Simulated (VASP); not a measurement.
# TaN (P-6m2) in VASP: further runs

Runs on TaN. Level: PBEsol. Tasks: electric field gradients.

Everything below comes from runs of VASP 6.6.1. Logs are shortened: lines on timing, memory, paths and dates and some standing lists are left out, and cuts for length are marked.

## 1. The cell of the first run

The structure is hexagonal, space group P-6m2 (No. 187). The conventional cell has a = 2.878 Å, b = 2.878 Å, c = 2.824 Å, α = 90.00°, β = 90.00°, γ = 120.00°. Ta (site symmetry -6m2) has 6 N at 2.18 Å and 8 Ta at 2.82 to 2.88 Å within 2.9 Å. Within 2.9 Å of N (site symmetry -6m2) lie 6 Ta at 2.18 Å and 8 N at 2.82 to 2.88 Å.

## 2. Electric field gradients, PBEsol (volume scaled by 0.94)

INCAR reads:

```
SYSTEM = TaN
PREC     = Accurate       ! precision mode
ENCUT    = 520            ! plane-wave cutoff, eV
EDIFF    = 1E-8           ! SCF threshold, eV
ISMEAR   = -1             ! smearing method
SIGMA    = 0.02           ! smearing width, eV
LREAL    = .FALSE.        ! projectors in reciprocal space
LASPH    = .TRUE.         ! aspherical terms in the spheres
NELM     = 60             ! most SCF steps
ALGO     = Normal         ! electronic algorithm
ISIF     = 2              ! what is computed and relaxed
LWAVE    = .FALSE.        ! write WAVECAR
LCHARG   = .FALSE.        ! write CHGCAR
GGA      = PS             ! functional
LEFG     = .TRUE.       
NBANDS   = 15             ! bands
```

KPOINTS reads:

```
regular mesh
0
G
  12 12 10
  0 0 0
```

POSCAR reads:

```
TaN
1.0
    2.8780228691      0.0000000000      0.0000000000
   -1.4390114346      2.4924409174      0.0000000000
    0.0000000000      0.0000000000      2.8241467514
Ta N
1 1
Direct
    0.3333333333      0.6666666667      0.5000000000
    0.0000000000      0.0000000000      0.0000000000
```

Potentials or basis: VASP PAW PBE potentials, release 64 (Ta_pv, N).

Launch:

```sh
$ cat potpaw_PBE.64/Ta_pv/POTCAR potpaw_PBE.64/N/POTCAR > POTCAR
$ mpirun -np 1 vasp_std > vasp.out
```

OUTCAR:

```text
SYSTEM = TaN
   PREC = Accurate
   ENCUT = 520
   EDIFF = 1E-8
   ISMEAR = -1
   LREAL = .FALSE.
   LASPH = .TRUE.
   NELM = 60
   ISIF = 2
   GGA = PS

 ion  position               nearest neighbor table
   1  0.333  0.667  0.500-   2 2.18   2 2.18   2 2.18   2 2.18   2 2.18   2 2.18
   2  0.000  0.000  0.000-   1 2.18   1 2.18   1 2.18   1 2.18   1 2.18   1 2.18

  LATTYP: Found a hexagonal cell.
 ALAT       =     2.8780228691
 C/A-ratio  =     0.9812801634

  Lattice vectors:

 A1 = (   2.8780228691,   0.0000000000,   0.0000000000)
 A2 = (  -1.4390114346,   2.4924409174,   0.0000000000)
 A3 = (   0.0000000000,   0.0000000000,   2.8241467514)

Analysis of symmetry for initial positions (statically):
=====================================================================
 Subroutine PRICEL returns:
 Original cell was already a primitive cell.

 Routine SETGRP: Setting up the symmetry group for a
 hexagonal supercell.

 Subroutine GETGRP returns: Found 12 space group operations
 (whereof 12 operations were pure point group operations)
 out of a pool of 24 trial point group operations.

The static configuration has the point symmetry D_3h.

Analysis of symmetry for dynamics (positions and initial velocities):
=====================================================================
 Subroutine PRICEL returns:
 Original cell was already a primitive cell.

 Routine SETGRP: Setting up the symmetry group for a
 hexagonal supercell.

 Subroutine GETGRP returns: Found 12 space group operations
 (whereof 12 operations were pure point group operations)
 out of a pool of 24 trial point group operations.

The dynamic configuration has the point symmetry D_3h.

 Subroutine INISYM returns: Found 12 space group operations
 (whereof 12 operations are pure point group operations),
 and found     1 'primitive' translations

----------------------------------------------------------------------------------------

                                     Primitive cell

  volume of cell :      20.2585

  direct lattice vectors                    reciprocal lattice vectors
     2.878022869  0.000000000  0.000000000     0.347460755  0.200606561  0.000000000
    -1.439011435  2.492440917  0.000000000     0.000000000  0.401213121  0.000000000
     0.000000000  0.000000000  2.824146751     0.000000000  0.000000000  0.354089248

  length of vectors
     2.878022869  2.878022869  2.824146751     0.401213121  0.401213121  0.354089248

  position of ions in fractional coordinates (direct lattice)
     0.333333333  0.666666667  0.500000000
     0.000000000  0.000000000  0.000000000

  ion indices of the primitive-cell ions
   primitive index   ion index
                 1           1
                 2           2

----------------------------------------------------------------------------------------

 KPOINTS: regular mesh

Automatic generation of k-mesh.
 Grid dimensions read from file:
 generate k-points for:   12   12   10

 Generating k-lattice:

  Cartesian coordinates                     Fractional coordinates (reciprocal lattice)
     0.028955063  0.016717213  0.000000000     0.083333333  0.000000000  0.000000000
     0.000000000  0.033434427  0.000000000     0.000000000  0.083333333  0.000000000
     0.000000000  0.000000000  0.035408925     0.000000000  0.000000000  0.100000000

  Length of vectors
     0.033434427  0.033434427  0.035408925

  Shift w.r.t. Gamma in fractional coordinates (k-lattice)
     0.000000000  0.000000000  0.000000000

 Subroutine IBZKPT returns following result:
 ===========================================

 Found    114 irreducible k-points:

 Following reciprocal coordinates:
            Coordinates               Weight
  0.000000  0.000000  0.000000      1.000000
  0.083333 -0.000000  0.000000      6.000000
  0.166667  0.000000  0.000000      6.000000
  0.250000  0.000000  0.000000      6.000000
  0.333333  0.000000  0.000000      6.000000
  0.416667 -0.000000  0.000000      6.000000
[... 16 lines left out ...]
  0.250000  0.000000  0.100000     12.000000
  0.333333  0.000000  0.100000     12.000000
 [... further k-points ...]
   k-points           NKPTS =    114   k-points in BZ     NKDIM =    114   number of bands    NBANDS=     15
   number of dos      NEDOS =    301   number of ions     NIONS =      2
   total plane-waves  NPLWV =  13824
   dimension x,y,z NGX =    24 NGY =   24 NGZ =   24
   dimension x,y,z NGXF=    48 NGYF=   48 NGZF=   48
   ions per type =               1   1
   NGX,Y,Z   is equivalent  to a cutoff of  13.86, 13.86, 14.13 a.u.
   NGXF,Y,Z  is equivalent  to a cutoff of  27.73, 27.73, 28.26 a.u.
 SYSTEM =  TaN
   PREC   = accura    normal or accurate (medium, high low for compatibility)
   ISTART =      0    job   : 0-new  1-cont  2-samecut
   ICHARG =      2    charge: 1-file 2-atom 10-const
   ISPIN  =      1    spin polarized calculation?
   LNONCOLLINEAR =      F non collinear calculations
   LSORBIT =      F    spin-orbit coupling
   LASPH  =      T    aspherical Exc in radial PAW
   ENCUT  =  520.0 eV  38.22 Ry    6.18 a.u.   5.35  5.35  5.25*2*pi/ulx,y,z
   NELM   =     60;   NELMIN=  2; NELMDL= -5     # of ELM steps
   EDIFF  = 0.1E-07   stopping-criterion for ELM
   LREAL  =      F    real-space projection
   EDIFFG = 0.1E-06   stopping-criterion for IOM
   NSW    =      0    number of steps for IOM
   IBRION =     -1    ionic relax: 0-MD 1-quasi-New 2-CG
   NFREE  =      0    steps in history (QN), initial steepest desc. (CG)
   ISIF   =      2    stress and relaxation
   ISYM   =      2    0-nonsym 1-usesym 2-fastsym
   POTIM  = 0.5000    time-step for ionic-motion
   TEBEG  =    0.0;   TEEND  =   0.0 temperature during run
   PSTRESS=    0.0 pullay stress
   NELECT =      16.0000    total number of electrons
   NUPDOWN=      -1.0000    fix difference up-down
   EMIN   =  10.00;   EMAX   =-10.00  energy-range for DOS
   EFERMI =   0.00;   METHOD = LEGACY
   ISMEAR =    -1;   SIGMA  =   0.02  broadening in eV -4-tet -1-fermi 0-gaus
   EFERMI_NEDOS =   21; number of points for ismear=-14 and -15
   IALGO  =     38    algorithm
   IMIX   =      4    mixing-type and parameters
     AMIX     =   0.40;   BMIX     =  1.00
     AMIX_MAG =   1.60;   BMIX_MAG =  1.00
  volume/ion in A,a.u.               =      10.13        68.36
  Fermi-wavevector in a.u.,A,eV,Ry     =   1.513257  2.859641 31.156618  2.289947
  Thomas-Fermi vector in A             =   2.623072
   LORBIT       =      0    0 simple, 1 ext, 2 COOP (PROOUT), +10 PAW based schemes
   GGA     = PS    functional components
   LHFCALC =     F    Hartree Fock is set to
   AEXX    =    0.0000 exact exchange contribution
   IVDW    =     0    specifies the selected vdW correction
   LEPSILON=     F    determine dielectric tensor
   LRPA    =     F    only Hartree local field effects (RPA)
 non-spin polarized calculation
  energy-cutoff  :      520.00
  volume of cell :       20.26
 maximum number of plane-waves:       562
 NGX is ok and might be reduce to    24
   NGX = 11   NGY = 11   NGZ = 11

 number of electron      15.9999999 magnetization

 Free energy of the ion-electron system (eV)
  ---------------------------------------------------
  ext. energy  EPLUGINS =         0.00000000
  ---------------------------------------------------
  free energy    TOTEN  =       -23.74114978 eV

  energy without entropy =      -23.74105098  energy(sigma->0) =      -23.74110038

 E-fermi :   8.8523     XC(G=0): -13.8461

 val. band max:        8.7171040302   @ k =   0.0000   0.0000   0.4000
 cond. band min:       8.8932803257   @ k =   0.0833  -0.0000   0.5000
 fundamental gap:      0.1761762955
 Fermi energy:         8.8522584056

 k-point     1 :       0.0000    0.0000    0.0000
  band No.  band energies     occupation
      1     -25.8485      2.00000
      2     -25.5467      2.00000
      3     -25.5467      2.00000
      4      -9.4623      2.00000
      5       3.9077      2.00000
      6       3.9077      2.00000
      7       4.2255      2.00000
      8       5.7749      2.00000
      9      11.4391      0.00000
     10      12.6451      0.00000
     11      12.6451      0.00000
     12      13.0972      0.00000
     13      13.0972      0.00000
     14      22.1573      0.00000
     15      22.5154      0.00000
[... 397 lines left out ...]
 k-point    24 :       0.3333    0.0000    0.1000
  band No.  band energies     occupation
      1     -26.5216      2.00000
      2     -25.8170      2.00000
      3     -25.7540      2.00000
      4      -7.5056      2.00000
      5       0.8173      2.00000
      6       3.4557      2.00000
      7       4.9336      2.00000
      8       5.8624      2.00000
      9      11.6306      0.00000
     10      11.9579      0.00000
     11      13.7196      0.00000
     12      14.2018      0.00000
     13      16.5043      0.00000
     14      22.2752      0.00000
     15      22.5767      0.00000

 [... further k-points ...]
[... 5 lines left out ...]
  --------------------------------------------------------------------------------------
  -------------------------------------------------------------------------------------
  Total        2.4753966      2.4753966      2.8327230     -0.0000000      0.0000000     -0.0000000
  in kB      195.7712861    195.7712861    224.0310997     -0.0000000      0.0000000     -0.0000000
  external PRESSURE =     205.1912240 kB  Pullay stress =       0.0000000 kB

 VOLUME and BASIS-vectors are now :
 -----------------------------------------------------------------------------
  energy-cutoff  :      520.00
  volume of cell :       20.26
      direct lattice vectors                 reciprocal lattice vectors
     2.878022869  0.000000000  0.000000000     0.347460755  0.200606561  0.000000000
    -1.439011435  2.492440917  0.000000000     0.000000000  0.401213121  0.000000000
     0.000000000  0.000000000  2.824146751     0.000000000  0.000000000  0.354089248

 POSITION                                       TOTAL-FORCE (eV/Angst)
 -----------------------------------------------------------------------------------
     -0.00000      1.66163      1.41207        -0.000000      0.000000      0.000000
      0.00000      0.00000      0.00000         0.000000     -0.000000      0.000000
 -----------------------------------------------------------------------------------
    total drift:                                0.000000     -0.000000     -0.000000

  FREE ENERGIE OF THE ION-ELECTRON SYSTEM (eV)
  ---------------------------------------------------
  free  energy   TOTEN  =       -23.7411497836 eV

  energy  without entropy=      -23.7410509751  energy(sigma->0) =      -23.74110038

 Electric field gradients (V/A^2)
---------------------------------------------------------------------
 ion       V_xx      V_yy      V_zz      V_xy      V_xz      V_yz
---------------------------------------------------------------------
   1      -5.178    -5.178    10.357     0.000     0.000     0.000
   2       0.296     0.296    -0.592     0.000    -0.000    -0.000
---------------------------------------------------------------------

 Electric field gradients after diagonalization (V/A^2)
 (convention: |V_zz| > |V_xx| > |V_yy|)
----------------------------------------------------------------------
 ion       V_xx      V_yy      V_zz     asymmetry (V_yy - V_xx)/ V_zz
----------------------------------------------------------------------
   1      -5.179    -5.178    10.357       0.000
   2       0.297     0.296    -0.592       0.002
----------------------------------------------------------------------

           NMR quadrupolar parameters

 Cq : quadrupolar parameter    Cq=e*Q*V_zz/h
 eta: asymmetry parameters     (V_yy - V_xx)/ V_zz
 Q  : nuclear electric quadrupole moment in mb (millibarn)
----------------------------------------------------------------------
 ion       Cq(MHz)       eta       Q (mb)
----------------------------------------------------------------------
   1       0.025       0.000       1.000
   2      -0.001       0.002       1.000
----------------------------------------------------------------------
```

Run time: 12 s. Hardware: 1 thread of Intel Xeon 6975P-C (Granite Rapids), shared host; peak memory 0.16 GiB.

Results:

```
Free energy            : -23.7411 eV
Pressure               : 20.5 GPa
Band gap on the k mesh : zero (band 8 reaches 9.17 eV, above the bottom of band 9 at 8.63 eV)
```

Levels at points of the mesh, in eV from the Fermi level:
| k point | band 6 | band 7 | band 8 | band 9 | band 10 | band 11 |
| --- | --- | --- | --- | --- | --- | --- |
| (0.00, 0.00, 0.00) | -4.94 | -4.63 | -3.08 | 2.59 | 3.79 | 3.79 |
| (0.50, 0.00, 0.00) | -5.61 | -3.87 | -3.38 | 3.14 | 4.32 | 5.48 |
| (0.00, 0.00, 0.50) | -4.07 | -4.07 | -0.22 | -0.22 | 2.53 | 3.38 |
| (0.50, 0.00, 0.50) | -6.54 | -6.16 | -0.31 | 4.51 | 5.76 | 6.55 |

Electric field gradients, principal values (V/Å²):
```tsv
atom	least	middle	greatest (by size)
1 Ta	-5.178	-5.179	10.357
2 N	0.296	0.297	-0.592
```

Caveat: without QUAD_EFG the Cq values of the log hold for a quadrupole moment of 1 mb, not for the nuclei; the PAW data sets were made with another functional, which shifts forces and pressure a little; spin-orbit coupling is left out, which moves the levels of the heavy elements.

(Continued in part 2 of 2.)
